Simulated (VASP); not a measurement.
Here is a VASP 6.6.1 calculation.

Contents of INCAR:

```
SYSTEM = Ga
PREC = Accurate
ENCUT = 520
EDIFF = 1E-6
ISMEAR = -1
SIGMA = 0.08
LREAL = .FALSE.
LASPH = .TRUE.
NELM = 60
ALGO = Normal
ISIF = 2
LWAVE = .FALSE.
LCHARG = .FALSE.
GGA = PE
NBANDS = 20
```

File KPOINTS:

```
regular mesh
0
G
  17 17 17
  0 0 0
```

POSCAR

```
Ga
1.0
   -2.6537042171      2.6537042171      1.3948755117
    2.6537042171     -2.6537042171      1.3948755117
    2.6537042171      2.6537042171     -1.3948755117
Ga
2
Direct
   -0.3750000000     -0.1250000000     -0.2500000000
    0.3750000000      0.1250000000      0.2500000000
```

Potentials or basis: VASP PAW PBE potentials, release 64 (Ga_d).

The run is started by

```sh
$ cat potpaw_PBE.64/Ga_d/POTCAR > POTCAR
$ mpirun -np 1 vasp_std > vasp.out
```

**Question.** Estimate the band gap on the k mesh.

**Answer.** Zero (bands 13 and 14 overlap by 6.75 eV).

**Question.** Estimate the pressure.

**Answer.** 0.1 GPa.
